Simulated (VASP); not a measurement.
# Zr3Cd2 (Pmmm) in VASP: single point with PBE

Aim: the single point of Zr3Cd2 with PBE.

All numbers are computed with VASP 6.6.1; they aren't measurements. Logs are shortened: lines on timing, memory, paths and dates and some standing lists are left out, and cuts for length are marked.

### Step 1. The cell of the first run

The structure is orthorhombic, space group Pmmm (No. 47). The conventional cell has a = 5.300 Å, b = 6.520 Å, c = 7.860 Å, α = 90.00°, β = 90.00°, γ = 90.00°. Within 3.5 Å of Zr (site symmetry mmm) lie 2 Cd at 2.65 Å. Zr (site symmetry mmm) has 2 Zr at 2.65 Å within 3.5 Å. Zr (site symmetry mmm) has 2 Zr at 2.65 Å within 3.5 Å. Within 4.3 Å of Cd (site symmetry mmm) lie 2 Cd at 3.26 Å and 4 Zr at 4.20 Å. Within 3.5 Å of Cd (site symmetry mmm) lie 2 Zr at 2.65 Å and 2 Cd at 3.26 Å.

### Step 2. Single point, PBE

The input, INCAR:

```
PREC     = Accurate       # precision mode
ENCUT    = 520            # plane-wave cutoff, eV
EDIFF    = 1E-6           # SCF threshold, eV
ISMEAR   = 0              # smearing method
SIGMA    = 0.1            # smearing width, eV
LREAL    = F              # projectors in reciprocal space
LASPH    = T              # aspherical terms in the spheres
NELM     = 80             # most SCF steps
ALGO     = Fast           # electronic algorithm
ISIF     = 2              # what is computed and relaxed
LWAVE    = F              # write WAVECAR
LCHARG   = F              # write CHGCAR
GGA      = PE             # functional
NBANDS   = 38             # bands
```

The input, KPOINTS:

```
Automatic mesh
0
Gamma
  4 4 2
```

The input, POSCAR:

```
Zr3Cd2
1.0
    5.3000000000      0.0000000000      0.0000000000
    0.0000000000      6.5200000000      0.0000000000
    0.0000000000      0.0000000000      7.8600000000
Zr Cd
3 2
Direct
    0.0000000000      0.0000000000      0.5000000000
    0.5000000000      0.0000000000      0.0000000000
    0.0000000000      0.0000000000      0.0000000000
    0.5000000000      0.5000000000      0.5000000000
    0.5000000000      0.0000000000      0.5000000000
```

Potentials or basis: VASP PAW PBE potentials, release 64 (Zr_sv, Cd).

On the command line:

```console
> cat potpaw_PBE.64/Zr_sv/POTCAR potpaw_PBE.64/Cd/POTCAR > POTCAR
> mpirun -np 1 vasp_std > vasp.out
```

OUTCAR:

```text
PREC = Accurate
   ENCUT = 520
   EDIFF = 1E-6
   ISMEAR = 0
   LREAL = F
   LASPH = T
   NELM = 80
   ISIF = 2
   GGA = PE

 ion  position               nearest neighbor table
   1  0.000  0.000  0.500-   5 2.65   5 2.65
   2  0.500  0.000  0.000-   3 2.65   3 2.65
   3  0.000  0.000  0.000-   2 2.65   2 2.65
   4  0.500  0.500  0.500-   5 3.26   5 3.26
   5  0.500  0.000  0.500-   1 2.65   1 2.65   4 3.26   4 3.26

  LATTYP: Found a simple orthorhombic cell.
 ALAT       =     5.3000000000
 B/A-ratio  =     1.2301886792
 C/A-ratio  =     1.4830188679

  Lattice vectors:

 A1 = (   5.3000000000,   0.0000000000,   0.0000000000)
 A2 = (   0.0000000000,   6.5200000000,   0.0000000000)
 A3 = (   0.0000000000,   0.0000000000,   7.8600000000)

Analysis of symmetry for initial positions (statically):
=====================================================================
 Subroutine PRICEL returns:
 Original cell was already a primitive cell.

 Routine SETGRP: Setting up the symmetry group for a
 simple orthorhombic supercell.

 Subroutine GETGRP returns: Found  8 space group operations
 (whereof  8 operations were pure point group operations)
 out of a pool of  8 trial point group operations.

The static configuration has the point symmetry D_2h.

Analysis of symmetry for dynamics (positions and initial velocities):
=====================================================================
 Subroutine PRICEL returns:
 Original cell was already a primitive cell.

 Routine SETGRP: Setting up the symmetry group for a
 simple orthorhombic supercell.

 Subroutine GETGRP returns: Found  8 space group operations
 (whereof  8 operations were pure point group operations)
 out of a pool of  8 trial point group operations.

The dynamic configuration has the point symmetry D_2h.

 Subroutine INISYM returns: Found  8 space group operations
 (whereof  8 operations are pure point group operations),
 and found     1 'primitive' translations

----------------------------------------------------------------------------------------

                                     Primitive cell

  volume of cell :     271.6102

  direct lattice vectors                    reciprocal lattice vectors
     5.300000000  0.000000000  0.000000000     0.188679245  0.000000000  0.000000000
     0.000000000  6.520000000  0.000000000     0.000000000  0.153374233  0.000000000
[... 85 lines left out ...]
   LREAL  =      F    real-space projection
   EDIFFG = 0.1E-04   stopping-criterion for IOM
   NSW    =      0    number of steps for IOM
   IBRION =     -1    ionic relax: 0-MD 1-quasi-New 2-CG
   NFREE  =      0    steps in history (QN), initial steepest desc. (CG)
   ISIF   =      2    stress and relaxation
   ISYM   =      2    0-nonsym 1-usesym 2-fastsym
   POTIM  = 0.5000    time-step for ionic-motion
   TEBEG  =    0.0;   TEEND  =   0.0 temperature during run
   PSTRESS=    0.0 pullay stress
   NELECT =      60.0000    total number of electrons
   NUPDOWN=      -1.0000    fix difference up-down
   EMIN   =  10.00;   EMAX   =-10.00  energy-range for DOS
   EFERMI =   0.00;   METHOD = LEGACY
   ISMEAR =     0;   SIGMA  =   0.10  broadening in eV -4-tet -1-fermi 0-gaus
   EFERMI_NEDOS =   21; number of points for ismear=-14 and -15
   IALGO  =     68    algorithm
   IMIX   =      4    mixing-type and parameters
     AMIX     =   0.40;   BMIX     =  1.00
     AMIX_MAG =   1.60;   BMIX_MAG =  1.00
  volume/ion in A,a.u.               =      54.32       366.58
  Fermi-wavevector in a.u.,A,eV,Ry     =   0.989638  1.870146 13.325333  0.979384
  Thomas-Fermi vector in A             =   2.121252
   LORBIT       =      0    0 simple, 1 ext, 2 COOP (PROOUT), +10 PAW based schemes
   GGA     = PE    functional components
   LHFCALC =     F    Hartree Fock is set to
   AEXX    =    0.0000 exact exchange contribution
   IVDW    =     0    specifies the selected vdW correction
   LEPSILON=     F    determine dielectric tensor
   LRPA    =     F    only Hartree local field effects (RPA)
 non-spin polarized calculation
 RMM-DIIS sequential band-by-band and
 Gauss-broadening in eV      SIGMA  =   0.10
  energy-cutoff  :      520.00
  volume of cell :      271.61
 maximum number of plane-waves:      7344
 NGX is ok and might be reduce to    40
   NGX = 19   NGY = 25   NGZ = 29

 number of electron      60.0000001 magnetization

 Free energy of the ion-electron system (eV)
  ---------------------------------------------------
  ext. energy  EPLUGINS =         0.00000000
  ---------------------------------------------------
  free energy    TOTEN  =       -16.55925247 eV

  energy without entropy =      -16.47918807  energy(sigma->0) =      -16.51922027

 E-fermi :   0.7490     XC(G=0):  -6.9392

 val. band max:        0.7487682718   @ k =   0.2500   0.5000   0.5000
 cond. band min:       0.7591491147   @ k =   0.5000   0.2500   0.5000
 fundamental gap:      0.0103808430
 Fermi energy:         0.7489930123

 k-point     1 :       0.0000    0.0000    0.0000
  band No.  band energies     occupation
      1     -49.3485      2.00000
      2     -48.7084      2.00000
      3     -48.3595      2.00000
      4     -27.5543      2.00000
      5     -27.4895      2.00000
      6     -27.2405      2.00000
[... 727 lines left out ...]
     37       2.1991      0.00000
     38       2.2509      0.00000

------------------------ aborting loop because EDIFF is reached ----------------------------------------

  FORCE on cell =-STRESS in cart. coord.  units (eV):
  Direction    XX          YY          ZZ          XY          YZ          ZX
  --------------------------------------------------------------------------------------
  -------------------------------------------------------------------------------------
  Total        2.4657324     -5.3800804    -12.5328636     -0.0000000      0.0000000      0.0000000
  in kB       14.5448922    -31.7360840    -73.9290092     -0.0000000      0.0000000      0.0000000
  external PRESSURE =     -30.3734003 kB  Pullay stress =       0.0000000 kB

 VOLUME and BASIS-vectors are now :
 -----------------------------------------------------------------------------
  energy-cutoff  :      520.00
  volume of cell :      271.61
      direct lattice vectors                 reciprocal lattice vectors
     5.300000000  0.000000000  0.000000000     0.188679245  0.000000000  0.000000000
     0.000000000  6.520000000  0.000000000     0.000000000  0.153374233  0.000000000
     0.000000000  0.000000000  7.860000000     0.000000000  0.000000000  0.127226463

 POSITION                                       TOTAL-FORCE (eV/Angst)
 -----------------------------------------------------------------------------------
      0.00000      0.00000      3.93000         0.000000      0.000000      0.000000
      2.65000      0.00000      0.00000         0.000000      0.000000      0.000000
      0.00000      0.00000      0.00000         0.000000      0.000000      0.000000
      2.65000      3.26000      3.93000         0.000000      0.000000      0.000000
      2.65000      0.00000      3.93000         0.000000      0.000000      0.000000
 -----------------------------------------------------------------------------------
    total drift:                               -0.000000      0.000000     -0.000000

  FREE ENERGIE OF THE ION-ELECTRON SYSTEM (eV)
  ---------------------------------------------------
  free  energy   TOTEN  =       -16.5592524697 eV

  energy  without entropy=      -16.4791880710  energy(sigma->0) =      -16.51922027
```

OSZICAR:

```text
N       E                     dE             d eps       ncg     rms          rms(c)
DAV:   1     0.558334294489E+03    0.55833E+03   -0.28307E+04  1408   0.139E+03
DAV:   2     0.269001509472E+02   -0.53143E+03   -0.52039E+03  1538   0.390E+02
DAV:   3    -0.154470115845E+02   -0.42347E+02   -0.41472E+02  2146   0.907E+01
DAV:   4    -0.185076738893E+02   -0.30607E+01   -0.30066E+01  2108   0.187E+01
[... 22 lines left out ...]
RMM:  27    -0.165592459520E+02   -0.28655E-05   -0.30477E-05  1072   0.670E-03    0.430E-03
RMM:  28    -0.165592488782E+02   -0.29263E-05   -0.31554E-05  1028   0.625E-03    0.442E-03
RMM:  29    -0.165592503927E+02   -0.15145E-05   -0.16239E-05   998   0.578E-03    0.477E-03
RMM:  30    -0.165592516149E+02   -0.12222E-05   -0.14037E-05   964   0.548E-03    0.462E-03
RMM:  31    -0.165592524697E+02   -0.85478E-06   -0.99569E-06   937   0.530E-03
   1 F= -.16559252E+02 E0= -.16519220E+02  d E =-.800644E-01
```

Wall time 4 min (1 thread of Intel Xeon Platinum 8488C (Sapphire Rapids), shared host); peak memory 0.43 GiB.

Results:

```
Free energy            : -16.5593 eV
Pressure               : -3.0 GPa
Band gap on the k mesh : zero (band 30 reaches 0.92 eV, above the bottom of band 31 at 0.55 eV)
```

Stress tensor (GPa, compression positive):
```
 1.45  0.00  0.00
 0.00 -3.17  0.00
 0.00  0.00 -7.39
```

Caveat: the k points lie up to 0.40 Å⁻¹ apart.
